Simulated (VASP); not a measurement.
# Ho3Ge2F (R-3m) in VASP: single point with PBE

Aim: the single point of Ho3Ge2F with PBE.

All numbers are computed with VASP 6.6.1; they aren't measurements. Logs are shortened: lines on timing, memory, paths and dates and some standing lists are left out, and cuts for length are marked.

**1. The cell of the first run**

Symmetry: R-3m, No. 166, trigonal system. The conventional cell has a = 4.313 Å, b = 4.313 Å, c = 30.899 Å, α = 90.00°, β = 90.00°, γ = 120.00°. Within 4.0 Å of Ho (site symmetry -3m) lie 6 Ge at 3.01 Å and 6 Ho at 3.89 Å. Ho (site symmetry 3m) has 1 F at 2.16 Å and 3 Ge at 2.81 Å within 2.9 Å. Within 3.7 Å of Ge (site symmetry 3m) lie 6 Ho at 2.81 to 3.01 Å. Within 2.9 Å of F (site symmetry -3m) lie 2 Ho at 2.16 Å.

The cell was generated, and may not be a known phase.

**2. Single point, PBE**

Contents of INCAR:

```
SYSTEM = Ho3Ge2F
PREC     = Accurate       ! precision mode
ENCUT    = 600            ! plane-wave cutoff, eV
EDIFF    = 1E-6           ! SCF threshold, eV
ISMEAR   = 0              ! smearing method
SIGMA    = 0.01           ! smearing width, eV
LREAL    = .FALSE.        ! projectors in reciprocal space
LASPH    = .TRUE.         ! aspherical terms in the spheres
NELM     = 200            ! most SCF steps
ALGO     = Normal         ! electronic algorithm
ISIF     = 2              ! what is computed and relaxed
LWAVE    = .FALSE.        ! write WAVECAR
LCHARG   = .TRUE.         ! write CHGCAR
GGA      = PE             ! functional
LVHAR    = .TRUE.       
NBANDS   = 40             ! bands
GGA_COMPAT= .FALSE.      
LMAXMIX  = 6              ! l up to which the mixer works
KPAR     = 4
```

Contents of KPOINTS:

```
regular mesh
0
G
  12 12 12
  0 0 0
```

Contents of POSCAR:

```
Ho3Ge2F
1.0
    2.1563818493      1.2449876412     10.2995074759
   -2.1563818493      1.2449876412     10.2995074759
    0.0000000000     -2.4899752823     10.2995074759
Ho Ge F
3 2 1
Direct
    0.5000000000      0.5000000000      0.5000000000
    0.0698901798      0.0698901798      0.0698901798
    0.9301098202      0.9301098202      0.9301098202
    0.2213047479      0.2213047479      0.2213047479
    0.7786952521      0.7786952521      0.7786952521
    0.0000000000      0.0000000000      0.0000000000
```

Potentials or basis: VASP PAW PBE potentials, release 64 (Ho_3, Ge_d, F), 4f in core.

The run is started by

```console
> cat potpaw_PBE.64/Ho_3/POTCAR potpaw_PBE.64/Ge_d/POTCAR potpaw_PBE.64/F/POTCAR > POTCAR
> mpirun -np 4 vasp_std > vasp.out
```

OUTCAR:

```text
SYSTEM = Ho3Ge2F
   PREC = Accurate
   ENCUT = 600
   EDIFF = 1E-6
   ISMEAR = 0
   LREAL = .FALSE.
   LASPH = .TRUE.
   NELM = 200
   ISIF = 2
   GGA = PE

 ion  position               nearest neighbor table
   1  0.500  0.500  0.500-   4 3.01   5 3.01   4 3.01   4 3.01   5 3.01   5 3.01
   2  0.070  0.070  0.070-   6 2.16   5 2.81   5 2.81   5 2.81
   3  0.930  0.930  0.930-   6 2.16   4 2.81   4 2.81   4 2.81
   4  0.221  0.221  0.221-   3 2.81   3 2.81   3 2.81   1 3.01   1 3.01   1 3.01
   5  0.779  0.779  0.779-   2 2.81   2 2.81   2 2.81   1 3.01   1 3.01   1 3.01
   6  0.000  0.000  0.000-   2 2.16   3 2.16

  LATTYP: Found a trigonal (rhomboedric) cell.
 ALAT       =    10.5962177758
 COS(alpha) =     0.9171715413

  Lattice vectors:

 A1 = (   2.1563818493,   1.2449876412,  10.2995074759)
 A2 = (  -2.1563818493,   1.2449876412,  10.2995074759)
 A3 = (   0.0000000000,  -2.4899752823,  10.2995074759)

Analysis of symmetry for initial positions (statically):
=====================================================================
 Subroutine PRICEL returns:
 Original cell was already a primitive cell.

 Routine SETGRP: Setting up the symmetry group for a
 trigonal (rhombohedral) supercell.

 Subroutine GETGRP returns: Found 12 space group operations
 (whereof 12 operations were pure point group operations)
 out of a pool of 12 trial point group operations.

The static configuration has the point symmetry D_3d.

Analysis of symmetry for dynamics (positions and initial velocities):
=====================================================================
 Subroutine PRICEL returns:
 Original cell was already a primitive cell.

 Routine SETGRP: Setting up the symmetry group for a
 trigonal (rhombohedral) supercell.

 Subroutine GETGRP returns: Found 12 space group operations
 (whereof 12 operations were pure point group operations)
 out of a pool of 12 trial point group operations.

The dynamic configuration has the point symmetry D_3d.

 Subroutine INISYM returns: Found 12 space group operations
 (whereof 12 operations are pure point group operations),
 and found     1 'primitive' translations

----------------------------------------------------------------------------------------

                                     Primitive cell

  volume of cell :     165.9046

  direct lattice vectors                    reciprocal lattice vectors
     2.156381849  1.244987641 10.299507476     0.231869880  0.133870137  0.032364007
    -2.156381849  1.244987641 10.299507476    -0.231869880  0.133870137  0.032364007
     0.000000000 -2.489975282 10.299507476     0.000000000 -0.267740275  0.032364007

  length of vectors
    10.596217776 10.596217776 10.596217776     0.269689236  0.269689236  0.269689236

  position of ions in fractional coordinates (direct lattice)
     0.500000000  0.500000000  0.500000000
     0.069890180  0.069890180  0.069890180
     0.930109820  0.930109820  0.930109820
     0.221304748  0.221304748  0.221304748
     0.778695252  0.778695252  0.778695252
     0.000000000  0.000000000  0.000000000

  ion indices of the primitive-cell ions
   primitive index   ion index
                 1           1
                 2           2
                 3           3
                 4           4
                 5           5
                 6           6

----------------------------------------------------------------------------------------

 KPOINTS: regular mesh

Automatic generation of k-mesh.
 Grid dimensions read from file:
 generate k-points for:   12   12   12

 Generating k-lattice:

  Cartesian coordinates                     Fractional coordinates (reciprocal lattice)
     0.019322490  0.011155845  0.002697001     0.083333333  0.000000000  0.000000000
    -0.019322490  0.011155845  0.002697001     0.000000000  0.083333333  0.000000000
     0.000000000 -0.022311690  0.002697001    -0.000000000 -0.000000000  0.083333333

  Length of vectors
     0.022474103  0.022474103  0.022474103

  Shift w.r.t. Gamma in fractional coordinates (k-lattice)
     0.000000000  0.000000000  0.000000000

 Subroutine IBZKPT returns following result:
 ===========================================

 Found    189 irreducible k-points:

 Following reciprocal coordinates:
            Coordinates               Weight
  0.000000  0.000000  0.000000      1.000000
  0.083333 -0.000000 -0.000000      6.000000
  0.166667 -0.000000 -0.000000      6.000000
  0.250000 -0.000000 -0.000000      6.000000
  0.333333 -0.000000 -0.000000      6.000000
  0.416667 -0.000000  0.000000      6.000000
[... 16 lines left out ...]
  0.500000  0.166667  0.000000     12.000000
 -0.416667  0.166667 -0.000000     12.000000
 [... further k-points ...]
   k-points           NKPTS =    189   k-points in BZ     NKDIM =    189   number of bands    NBANDS=     40
   number of dos      NEDOS =    301   number of ions     NIONS =      6
   total plane-waves  NPLWV = 729000
   dimension x,y,z NGX =    90 NGY =   90 NGZ =   90
   dimension x,y,z NGXF=   180 NGYF=  180 NGZF=  180
   ions per type =               3   2   1
   NGX,Y,Z   is equivalent  to a cutoff of  14.12, 14.12, 14.12 a.u.
   NGXF,Y,Z  is equivalent  to a cutoff of  28.24, 28.24, 28.24 a.u.
 SYSTEM =  Ho3Ge2F
   PREC   = accura    normal or accurate (medium, high low for compatibility)
   ISTART =      0    job   : 0-new  1-cont  2-samecut
   ICHARG =      2    charge: 1-file 2-atom 10-const
   ISPIN  =      1    spin polarized calculation?
   LNONCOLLINEAR =      F non collinear calculations
   LSORBIT =      F    spin-orbit coupling
   LASPH  =      T    aspherical Exc in radial PAW
   ENCUT  =  600.0 eV  44.10 Ry    6.64 a.u.  21.16 21.16 21.16*2*pi/ulx,y,z
   NELM   =    200;   NELMIN=  2; NELMDL= -5     # of ELM steps
   EDIFF  = 0.1E-05   stopping-criterion for ELM
   LREAL  =      F    real-space projection
   EDIFFG = 0.1E-04   stopping-criterion for IOM
   NSW    =      0    number of steps for IOM
   IBRION =     -1    ionic relax: 0-MD 1-quasi-New 2-CG
   NFREE  =      0    steps in history (QN), initial steepest desc. (CG)
   ISIF   =      2    stress and relaxation
   ISYM   =      2    0-nonsym 1-usesym 2-fastsym
   POTIM  = 0.5000    time-step for ionic-motion
   TEBEG  =    0.0;   TEEND  =   0.0 temperature during run
   PSTRESS=    0.0 pullay stress
   NELECT =      62.0000    total number of electrons
   NUPDOWN=      -1.0000    fix difference up-down
   EMIN   =  10.00;   EMAX   =-10.00  energy-range for DOS
   EFERMI =   0.00;   METHOD = LEGACY
   ISMEAR =     0;   SIGMA  =   0.01  broadening in eV -4-tet -1-fermi 0-gaus
   EFERMI_NEDOS =   21; number of points for ismear=-14 and -15
   IALGO  =     38    algorithm
   IMIX   =      4    mixing-type and parameters
     AMIX     =   0.40;   BMIX     =  1.00
     AMIX_MAG =   1.60;   BMIX_MAG =  1.00
  volume/ion in A,a.u.               =      27.65       186.60
  Fermi-wavevector in a.u.,A,eV,Ry     =   1.179196  2.228357 18.918938  1.390503
  Thomas-Fermi vector in A             =   2.315511
   LORBIT       =      0    0 simple, 1 ext, 2 COOP (PROOUT), +10 PAW based schemes
   GGA     = PE    functional components
   LHFCALC =     F    Hartree Fock is set to
   AEXX    =    0.0000 exact exchange contribution
   IVDW    =     0    specifies the selected vdW correction
   LEPSILON=     F    determine dielectric tensor
   LRPA    =     F    only Hartree local field effects (RPA)
 non-spin polarized calculation
 Gauss-broadening in eV      SIGMA  =   0.01
  energy-cutoff  :      600.00
  volume of cell :      165.90
 maximum number of plane-waves:      5573
 NGX is ok and might be reduce to    90
   NGX = 43   NGY = 43   NGZ = 43

 number of electron      61.9999993 magnetization

 Free energy of the ion-electron system (eV)
  ---------------------------------------------------
  ext. energy  EPLUGINS =         0.00000000
  ---------------------------------------------------
  free energy    TOTEN  =       -32.75136755 eV

  energy without entropy =      -32.75136755  energy(sigma->0) =      -32.75136755

 E-fermi :   2.4357     XC(G=0):  -9.0690

 val. band max:        2.3915331315   @ k =   0.0000   0.0000   0.0000
 cond. band min:       2.5624407089   @ k =   0.5000   0.5000   0.0000
 fundamental gap:      0.1709075774
 Fermi energy:         2.4356865054

 k-point     1 :       0.0000    0.0000    0.0000
  band No.  band energies     occupation
      1     -23.7623      2.00000
      2     -21.7920      2.00000
      3     -21.6249      2.00000
      4     -21.6249      2.00000
      5     -21.6176      2.00000
      6     -21.6176      2.00000
[... 32 lines left out ...]
     39       5.3780      0.00000
     40       6.1405      0.00000

 k-point     2 :       0.0833   -0.0000   -0.0000
  band No.  band energies     occupation
      1     -23.7618      2.00000
      2     -21.7908      2.00000
      3     -21.6274      2.00000
      4     -21.6255      2.00000
      5     -21.6214      2.00000
      6     -21.6184      2.00000
[... 32 lines left out ...]
     39       5.5585      0.00000
     40       6.0885      0.00000

 k-point     3 :       0.1667   -0.0000   -0.0000
  band No.  band energies     occupation
      1     -23.7605      2.00000
      2     -21.7876      2.00000
      3     -21.6347      2.00000
      4     -21.6313      2.00000
      5     -21.6271      2.00000
      6     -21.6206      2.00000
[... 32 lines left out ...]
     39       5.7179      0.00000
     40       6.4135      0.00000

 k-point     4 :       0.2500   -0.0000   -0.0000
  band No.  band energies     occupation
      1     -23.7586      2.00000
      2     -21.7836      2.00000
      3     -21.6458      2.00000
      4     -21.6436      2.00000
      5     -21.6293      2.00000
      6     -21.6236      2.00000
[... 32 lines left out ...]
     39       6.0030      0.00000
     40       6.8640      0.00000
[... 772 lines left out ...]
     39       6.4693      0.00000
     40       6.5939      0.00000

 k-point    23 :       0.5000    0.1667    0.0000
  band No.  band energies     occupation
      1     -23.7549      2.00000
      2     -21.7777      2.00000
      3     -21.6645      2.00000
      4     -21.6612      2.00000
      5     -21.6394      2.00000
      6     -21.6350      2.00000
[... 32 lines left out ...]
     39       6.2527      0.00000
     40       6.4302      0.00000

 k-point    24 :      -0.4167    0.1667   -0.0000
  band No.  band energies     occupation
      1     -23.7544      2.00000
      2     -21.7770      2.00000
      3     -21.6662      2.00000
      4     -21.6639      2.00000
      5     -21.6406      2.00000
      6     -21.6362      2.00000
[... 32 lines left out ...]
     39       6.1588      0.00000
     40       6.5208      0.00000

 [... further k-points ...]

------------------------ aborting loop because EDIFF is reached ----------------------------------------

  FORCE on cell =-STRESS in cart. coord.  units (eV):
  Direction    XX          YY          ZZ          XY          YZ          ZX
  --------------------------------------------------------------------------------------
  -------------------------------------------------------------------------------------
  Total        0.0147074      0.0147074      0.7380694      0.0000000      0.0000000     -0.0000000
  in kB        0.1420324      0.1420324      7.1276992      0.0000000      0.0000000     -0.0000000
  external PRESSURE =       2.4705880 kB  Pullay stress =       0.0000000 kB

 VOLUME and BASIS-vectors are now :
 -----------------------------------------------------------------------------
  energy-cutoff  :      600.00
  volume of cell :      165.90
      direct lattice vectors                 reciprocal lattice vectors
     2.156381849  1.244987641 10.299507476     0.231869880  0.133870137  0.032364007
    -2.156381849  1.244987641 10.299507476    -0.231869880  0.133870137  0.032364007
     0.000000000 -2.489975282 10.299507476     0.000000000 -0.267740275  0.032364007

 POSITION                                       TOTAL-FORCE (eV/Angst)
 -----------------------------------------------------------------------------------
      0.00000      0.00000     15.44926        -0.000000     -0.000000      0.000000
      0.00000      0.00000      2.15950         0.000000      0.000000      0.151063
      0.00000      0.00000     28.73902         0.000000     -0.000000     -0.151063
      0.00000      0.00000      6.83799         0.000000      0.000000      0.019781
      0.00000      0.00000     24.06053         0.000000     -0.000000     -0.019781
      0.00000      0.00000      0.00000         0.000000     -0.000000      0.000000
 -----------------------------------------------------------------------------------
    total drift:                               -0.000000      0.000000     -0.000000

  FREE ENERGIE OF THE ION-ELECTRON SYSTEM (eV)
  ---------------------------------------------------
  free  energy   TOTEN  =       -32.7513675505 eV

  energy  without entropy=      -32.7513675505  energy(sigma->0) =      -32.75136755
```

Run time: 67 min. Hardware: 4 MPI ranks of Intel Xeon Platinum 8259CL at 2.50GHz (Skylake/Cascade Lake), shared host; peak memory 2.3 GiB.

Results:

```
Free energy            : -32.7514 eV
Pressure               : 0.2 GPa
Largest force          : 0.151 eV/Å
Band gap on the k mesh : 0.17 eV (least direct gap 0.22 eV)
```

Forces in eV/Å, atoms in the order of the input:
```
Ho   0.000  0.000  0.000
Ho   0.000  0.000  0.151
Ho   0.000  0.000 -0.151
Ge   0.000  0.000  0.020
Ge   0.000  0.000 -0.020
F    0.000  0.000  0.000
```

Stress tensor (GPa, compression positive):
```
0.01 0.00 0.00
0.00 0.01 0.00
0.00 0.00 0.71
```

Caveat: spin-orbit coupling is left out, which moves the levels of the heavy elements; the 4f electrons are frozen in the core, so they carry no moment and show no levels.
